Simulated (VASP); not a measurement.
Input of a VASP 6.6.1 run:

Contents of POSCAR:

```
W18S35O
1.0
    9.5399999999      0.0000000000      0.0000000000
   -4.7700000000      8.2618823520      0.0000000000
    0.0000000000      0.0000000000     12.5000000000
W O S
18 1 35
Direct
    0.1111111111      0.2222222222      0.2494974285
    0.1111266365      0.5555024175      0.2498809631
    0.1111266365      0.8889575523      0.2498809631
    0.4443757810      0.2222066968      0.2498809631
    0.4443757810      0.5555024175      0.2498809631
    0.4444444444      0.8888888889      0.2498928091
    0.7778309158      0.2222066968      0.2498809631
    0.7777777778      0.5555555556      0.2498251552
    0.7778309158      0.8889575523      0.2498809631
    0.2183172252      0.1150161082      0.7507898810
    0.2183172252      0.4366344504      0.7507898810
    0.2226299880      0.7779816607      0.7470640875
    0.5553516727      0.1107033453      0.7470640875
    0.5545717874      0.4439525604      0.7484872215
    0.5553516727      0.7779816607      0.7470640875
    0.8966988830      0.1150161082      0.7507898810
    0.8893807730      0.4439525604      0.7484872215
    0.8893807730      0.7787615459      0.7484872215
    0.1111111111      0.2222222222      0.6627339176
    0.1114379828      0.5510022960      0.6231640927
    0.1114379828      0.8937690201      0.6231640927
    0.4395643132      0.2218953506      0.6231640927
    0.4395643132      0.5510022960      0.6231640927
    0.4444444444      0.8888888889      0.6214112714
    0.7823310373      0.2218953506      0.6231640927
    0.7777777778      0.5555555556      0.6231977156
    0.7823310373      0.8937690201      0.6231640927
    0.2223646751      0.1109686583      0.1242578653
    0.2223646751      0.4447293501      0.1242578653
    0.2222334549      0.7777833941      0.1243843894
    0.5555499392      0.1110998785      0.1243843894
    0.5555159793      0.4444246563      0.1243190361
    0.5555499392      0.7777833941      0.1243843894
    0.8886039832      0.1109686583      0.1242578653
    0.8889086770      0.4444246563      0.1243190361
    0.8889086770      0.7778173540      0.1243190361
    0.1111111111      0.2222222222      0.8827629858
    0.1129613278      0.5561767858      0.8733786002
    0.1129613278      0.8901178753      0.8733786002
    0.4432154580      0.2203720055      0.8733786002
    0.4432154580      0.5561767858      0.8733786002
    0.4444444444      0.8888888889      0.8722497024
    0.7771565475      0.2203720055      0.8733786002
    0.7777777778      0.5555555556      0.8737996743
    0.7771565475      0.8901178753      0.8733786002
    0.2219786290      0.1113547043      0.3753266166
    0.2219786290      0.4439572580      0.3753266166
    0.2221717231      0.7777525282      0.3753742519
    0.5555808051      0.1111616102      0.3753742519
    0.5554932158      0.4444132746      0.3753591187
    0.5555808051      0.7777525282      0.3753742519
    0.8893760753      0.1113547043      0.3753266166
    0.8889200588      0.4444132746      0.3753591187
    0.8889200588      0.7778401175      0.3753591187
```

INCAR.step1

```
PREC = Accurate
ENCUT = 520
ISMEAR = -1
SIGMA = 0.01
LREAL = Auto
LASPH = True
NELM = 60
NBANDS = 267
GGA = PE
ALGO = Normal
EDIFF = 1E-4
LWAVE = True
LCHARG = False
LUSENCCL = False
```

Contents of INCAR.step2:

```
PREC = Accurate
ENCUT = 520
EDIFF = 1E-8
ISMEAR = -1
SIGMA = 0.01
LREAL = Auto
LASPH = True
NELM = 60
ALGO = Normal
ISIF = 2
LWAVE = False
LCHARG = False
METAGGA = R2SCAN
LMIXTAU = True
LEFG = True
NBANDS = 267
ISTART = 1
LUSENCCL = False
```

File KPOINTS:

```
regular mesh
0
Gamma
  3 3 2
```

Potentials or basis: VASP PAW PBE potentials, release 64 (W_sv, O, S).

Run with:

```sh
$ cat potpaw_PBE.64/W_sv/POTCAR potpaw_PBE.64/O/POTCAR potpaw_PBE.64/S/POTCAR > POTCAR
$ cp INCAR.step1 INCAR
$ mpirun -np 1 vasp_std > vasp.out
$ cp INCAR.step2 INCAR
$ mpirun -np 1 vasp_std > vasp.out
```

(1) Estimate the pressure.

(2) Predict the band gap on the k mesh.

(3) What does it give for the largest force?

## Answers

(1) -1.0 GPa.

(2) 1.16 eV.

(3) 0.281 eV/Å.

Caveat: without QUAD_EFG the Cq values of the log hold for a quadrupole moment of 1 mb, not for the nuclei; the PAW data sets were made with another functional, which shifts forces and pressure a little; spin-orbit coupling is left out, which moves the levels of the heavy elements.
